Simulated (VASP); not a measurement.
# NbN (Fm-3m) in VASP: single point with PBEsol

Aim: the single point of NbN with PBEsol.

Everything below comes from runs of VASP 6.6.1. Logs are shortened: lines on timing, memory, paths and dates and some standing lists are left out, and cuts for length are marked.

## 1. The cell of the first run

It takes space group Fm-3m (No. 225, cubic). The conventional cell has a = 4.380 Å, b = 4.380 Å, c = 4.380 Å, α = 90.00°, β = 90.00°, γ = 90.00°. Nb (site symmetry m-3m) has 6 N at 2.19 Å within 2.9 Å. Within 2.9 Å of N (site symmetry m-3m) lie 6 Nb at 2.19 Å.

## 2. Single point, PBEsol

The input, INCAR:

```
SYSTEM = NbN
ALGO     = Normal         ! electronic algorithm
EDIFF    = 1E-6           ! SCF threshold, eV
ENCUT    = 520            ! plane-wave cutoff, eV
GGA      = PS             ! functional
ISIF     = 2              ! what is computed and relaxed
ISMEAR   = 0              ! smearing method
LASPH    = .TRUE.         ! aspherical terms in the spheres
LCHARG   = .TRUE.         ! write CHGCAR
LELF     = .TRUE.         ! ELF
LREAL    = .FALSE.        ! projectors in reciprocal space
LVHAR    = .TRUE.       
LWAVE    = .FALSE.        ! write WAVECAR
NBANDS   = 16             ! bands
NELM     = 100            ! most SCF steps
PREC     = Accurate       ! precision mode
SIGMA    = 0.1            ! smearing width, eV
```

The input, KPOINTS:

```
k-points
0
G
  16 16 16
  0 0 0
```

The input, POSCAR:

```
NbN
1.0
    0.0000000000      2.1902482608      2.1902482608
    2.1902482608      0.0000000000      2.1902482608
    2.1902482608      2.1902482608      0.0000000000
Nb N
1 1
Direct
    0.5000000000      0.5000000000      0.5000000000
    0.0000000000      0.0000000000      0.0000000000
```

Potentials or basis: VASP PAW PBE potentials, release 64 (Nb_sv, N).

Command:

```
$ cat potpaw_PBE.64/Nb_sv/POTCAR potpaw_PBE.64/N/POTCAR > POTCAR
$ mpirun -np 1 vasp_std > vasp.out
```

OUTCAR:

```text
SYSTEM = NbN
   EDIFF = 1E-6
   ENCUT = 520
   GGA = PS
   ISIF = 2
   ISMEAR = 0
   LASPH = .TRUE.
   LREAL = .FALSE.
   NELM = 100
   PREC = Accurate

 ion  position               nearest neighbor table
   1  0.500  0.500  0.500-   2 2.19   2 2.19   2 2.19   2 2.19   2 2.19   2 2.19
   2  0.000  0.000  0.000-   1 2.19   1 2.19   1 2.19   1 2.19   1 2.19   1 2.19

  LATTYP: Found a face centered cubic cell.
 ALAT       =     4.3804965216

  Lattice vectors:

 A1 = (   0.0000000000,   2.1902482608,   2.1902482608)
 A2 = (   2.1902482608,   0.0000000000,   2.1902482608)
 A3 = (   2.1902482608,   2.1902482608,   0.0000000000)

Analysis of symmetry for initial positions (statically):
=====================================================================
 Subroutine PRICEL returns:
 Original cell was already a primitive cell.

 Routine SETGRP: Setting up the symmetry group for a
 face centered cubic supercell.

 Subroutine GETGRP returns: Found 48 space group operations
 (whereof 48 operations were pure point group operations)
 out of a pool of 48 trial point group operations.

The static configuration has the point symmetry O_h .

Analysis of symmetry for dynamics (positions and initial velocities):
=====================================================================
 Subroutine PRICEL returns:
 Original cell was already a primitive cell.

 Routine SETGRP: Setting up the symmetry group for a
 face centered cubic supercell.

 Subroutine GETGRP returns: Found 48 space group operations
 (whereof 48 operations were pure point group operations)
 out of a pool of 48 trial point group operations.

The dynamic configuration has the point symmetry O_h .

 Subroutine INISYM returns: Found 48 space group operations
 (whereof 48 operations are pure point group operations),
 and found     1 'primitive' translations

----------------------------------------------------------------------------------------

                                     Primitive cell

  volume of cell :      21.0141

  direct lattice vectors                    reciprocal lattice vectors
     0.000000000  2.190248261  2.190248261    -0.228284624  0.228284624  0.228284624
     2.190248261  0.000000000  2.190248261     0.228284624 -0.228284624  0.228284624
     2.190248261  2.190248261  0.000000000     0.228284624  0.228284624 -0.228284624

  length of vectors
     3.097478795  3.097478795  3.097478795     0.395400567  0.395400567  0.395400567

  position of ions in fractional coordinates (direct lattice)
     0.500000000  0.500000000  0.500000000
     0.000000000  0.000000000  0.000000000

  ion indices of the primitive-cell ions
   primitive index   ion index
                 1           1
                 2           2

----------------------------------------------------------------------------------------

 KPOINTS: k-points

Automatic generation of k-mesh.
 Grid dimensions read from file:
 generate k-points for:   16   16   16

 Generating k-lattice:

  Cartesian coordinates                     Fractional coordinates (reciprocal lattice)
    -0.014267789  0.014267789  0.014267789     0.062500000  0.000000000  0.000000000
     0.014267789 -0.014267789  0.014267789     0.000000000  0.062500000  0.000000000
     0.014267789  0.014267789 -0.014267789     0.000000000  0.000000000  0.062500000

  Length of vectors
     0.024712535  0.024712535  0.024712535

  Shift w.r.t. Gamma in fractional coordinates (k-lattice)
     0.000000000  0.000000000  0.000000000

 Subroutine IBZKPT returns following result:
 ===========================================

 Found    145 irreducible k-points:

 Following reciprocal coordinates:
            Coordinates               Weight
  0.000000  0.000000  0.000000      1.000000
  0.062500  0.000000  0.000000      8.000000
  0.125000  0.000000  0.000000      8.000000
  0.187500  0.000000  0.000000      8.000000
  0.250000  0.000000  0.000000      8.000000
  0.312500  0.000000  0.000000      8.000000
[... 16 lines left out ...]
 -0.125000  0.062500  0.000000     24.000000
 -0.062500  0.062500  0.000000     12.000000
 [... further k-points ...]
   k-points           NKPTS =    145   k-points in BZ     NKDIM =    145   number of bands    NBANDS=     16
   number of dos      NEDOS =    301   number of ions     NIONS =      2
   total plane-waves  NPLWV =  13824
   dimension x,y,z NGX =    24 NGY =   24 NGZ =   24
   dimension x,y,z NGXF=    48 NGYF=   48 NGZF=   48
   ions per type =               1   1
   NGX,Y,Z   is equivalent  to a cutoff of  12.88, 12.88, 12.88 a.u.
   NGXF,Y,Z  is equivalent  to a cutoff of  25.76, 25.76, 25.76 a.u.
 SYSTEM =  NbN
   PREC   = accura    normal or accurate (medium, high low for compatibility)
   ISTART =      0    job   : 0-new  1-cont  2-samecut
   ICHARG =      2    charge: 1-file 2-atom 10-const
   ISPIN  =      1    spin polarized calculation?
   LNONCOLLINEAR =      F non collinear calculations
   LSORBIT =      F    spin-orbit coupling
   LASPH  =      T    aspherical Exc in radial PAW
   ENCUT  =  520.0 eV  38.22 Ry    6.18 a.u.   5.76  5.76  5.76*2*pi/ulx,y,z
   NELM   =    100;   NELMIN=  2; NELMDL= -5     # of ELM steps
   EDIFF  = 0.1E-05   stopping-criterion for ELM
   LREAL  =      F    real-space projection
   EDIFFG = 0.1E-04   stopping-criterion for IOM
   NSW    =      0    number of steps for IOM
   IBRION =     -1    ionic relax: 0-MD 1-quasi-New 2-CG
   NFREE  =      0    steps in history (QN), initial steepest desc. (CG)
   ISIF   =      2    stress and relaxation
   ISYM   =      2    0-nonsym 1-usesym 2-fastsym
   POTIM  = 0.5000    time-step for ionic-motion
   TEBEG  =    0.0;   TEEND  =   0.0 temperature during run
   PSTRESS=    0.0 pullay stress
   NELECT =      18.0000    total number of electrons
   NUPDOWN=      -1.0000    fix difference up-down
   EMIN   =  10.00;   EMAX   =-10.00  energy-range for DOS
   EFERMI =   0.00;   METHOD = LEGACY
   ISMEAR =     0;   SIGMA  =   0.10  broadening in eV -4-tet -1-fermi 0-gaus
   EFERMI_NEDOS =   21; number of points for ismear=-14 and -15
   IALGO  =     38    algorithm
   IMIX   =      4    mixing-type and parameters
     AMIX     =   0.40;   BMIX     =  1.00
     AMIX_MAG =   1.60;   BMIX_MAG =  1.00
  volume/ion in A,a.u.               =      10.51        70.90
  Fermi-wavevector in a.u.,A,eV,Ry     =   1.554756  2.938063 32.888916  2.417267
  Thomas-Fermi vector in A             =   2.658796
   LORBIT       =      0    0 simple, 1 ext, 2 COOP (PROOUT), +10 PAW based schemes
   GGA     = PS    functional components
   LHFCALC =     F    Hartree Fock is set to
   AEXX    =    0.0000 exact exchange contribution
   IVDW    =     0    specifies the selected vdW correction
   LEPSILON=     F    determine dielectric tensor
   LRPA    =     F    only Hartree local field effects (RPA)
 non-spin polarized calculation
 Gauss-broadening in eV      SIGMA  =   0.10
  energy-cutoff  :      520.00
  volume of cell :       21.01
 maximum number of plane-waves:       588
   NGX = 11   NGY = 11   NGZ = 11

 number of electron      18.0000002 magnetization

 Free energy of the ion-electron system (eV)
  ---------------------------------------------------
  ext. energy  EPLUGINS =         0.00000000
  ---------------------------------------------------
  free energy    TOTEN  =       -21.90213578 eV

  energy without entropy =      -21.89595529  energy(sigma->0) =      -21.89904553

 E-fermi :  14.0150     XC(G=0): -13.5982

 val. band max:       14.0070666821   @ k =  -0.3125   0.3125   0.1250
 cond. band min:      14.0171867016   @ k =  -0.2500   0.3750   0.1250
 fundamental gap:      0.0101200195
 Fermi energy:        14.0150291211

 k-point     1 :       0.0000    0.0000    0.0000
  band No.  band energies     occupation
      1     -42.2747      2.00000
      2     -17.9440      2.00000
      3     -17.9440      2.00000
      4     -17.9440      2.00000
      5      -3.6223      2.00000
      6      10.6572      2.00000
[... 8 lines left out ...]
     15      23.3418      0.00000
     16      36.8586      0.00000

 k-point     2 :       0.0625    0.0000    0.0000
  band No.  band energies     occupation
      1     -42.2694      2.00000
      2     -17.9901      2.00000
      3     -17.9477      2.00000
      4     -17.9477      2.00000
      5      -3.5334      2.00000
      6      10.1684      2.00000
[... 8 lines left out ...]
     15      23.6072      0.00000
     16      35.9373      0.00000

 k-point     3 :       0.1250    0.0000    0.0000
  band No.  band energies     occupation
      1     -42.2540      2.00000
      2     -18.1194      2.00000
      3     -17.9583      2.00000
      4     -17.9583      2.00000
      5      -3.2783      2.00000
      6       9.2182      2.00000
[... 8 lines left out ...]
     15      24.3341      0.00000
     16      34.2609      0.00000

 k-point     4 :       0.1875    0.0000    0.0000
  band No.  band energies     occupation
      1     -42.2309      2.00000
      2     -18.3076      2.00000
      3     -17.9741      2.00000
      4     -17.9741      2.00000
      5      -2.8897      2.00000
      6       8.1647      2.00000
[... 8 lines left out ...]
     15      25.2966      0.00000
     16      32.7664      0.00000
[... 324 lines left out ...]
 k-point    22 :      -0.1875    0.0625    0.0000
  band No.  band energies     occupation
      1     -42.2182      2.00000
      2     -18.3854      2.00000
      3     -18.0229      2.00000
      4     -17.9654      2.00000
      5      -2.6935      2.00000
      6       7.6396      2.00000
[... 8 lines left out ...]
     15      25.7580      0.00000
     16      31.1091      0.00000

 k-point    23 :      -0.1250    0.0625    0.0000
  band No.  band energies     occupation
      1     -42.2427      2.00000
      2     -18.1942      2.00000
      3     -17.9981      2.00000
      4     -17.9519      2.00000
      5      -3.0989      2.00000
      6       8.6002      2.00000
[... 8 lines left out ...]
     15      24.8401      0.00000
     16      32.8213      0.00000

 k-point    24 :      -0.0625    0.0625    0.0000
  band No.  band energies     occupation
      1     -42.2607      2.00000
      2     -18.0538      2.00000
      3     -17.9717      2.00000
      4     -17.9457      2.00000
      5      -3.3915      2.00000
      6       9.5111      2.00000
[... 8 lines left out ...]
     15      24.0270      0.00000
     16      34.6632      0.00000

 [... further k-points ...]

------------------------ aborting loop because EDIFF is reached ----------------------------------------

  FORCE on cell =-STRESS in cart. coord.  units (eV):
  Direction    XX          YY          ZZ          XY          YZ          ZX
  --------------------------------------------------------------------------------------
  -------------------------------------------------------------------------------------
  Total       -0.0749190     -0.0749190     -0.0749190      0.0000000     -0.0000000      0.0000000
  in kB       -5.7120556     -5.7120556     -5.7120556      0.0000000     -0.0000000      0.0000000
  external PRESSURE =      -5.7120556 kB  Pullay stress =       0.0000000 kB

 VOLUME and BASIS-vectors are now :
 -----------------------------------------------------------------------------
  energy-cutoff  :      520.00
  volume of cell :       21.01
      direct lattice vectors                 reciprocal lattice vectors
     0.000000000  2.190248261  2.190248261    -0.228284624  0.228284624  0.228284624
     2.190248261  0.000000000  2.190248261     0.228284624 -0.228284624  0.228284624
     2.190248261  2.190248261  0.000000000     0.228284624  0.228284624 -0.228284624

 POSITION                                       TOTAL-FORCE (eV/Angst)
 -----------------------------------------------------------------------------------
      2.19025      2.19025      2.19025         0.000000      0.000000     -0.000000
      0.00000      0.00000      0.00000        -0.000000      0.000000      0.000000
 -----------------------------------------------------------------------------------
    total drift:                                0.000000     -0.000000      0.000000

  FREE ENERGIE OF THE ION-ELECTRON SYSTEM (eV)
  ---------------------------------------------------
  free  energy   TOTEN  =       -21.9021357802 eV

  energy  without entropy=      -21.8959552867  energy(sigma->0) =      -21.89904553
```

Wall time 67 s (1 thread of Intel Xeon 8259CL, shared host); peak memory 0.17 GiB.

Results:

| Quantity | Value |
| --- | --- |
| Free energy | -21.9021 eV |
| Pressure | -0.6 GPa |
| Band gap on the k mesh | zero (band 9 reaches 15.54 eV, above the bottom of band 10 at 11.96 eV) |

Caveat: the PAW data sets were made with another functional, which shifts forces and pressure a little.
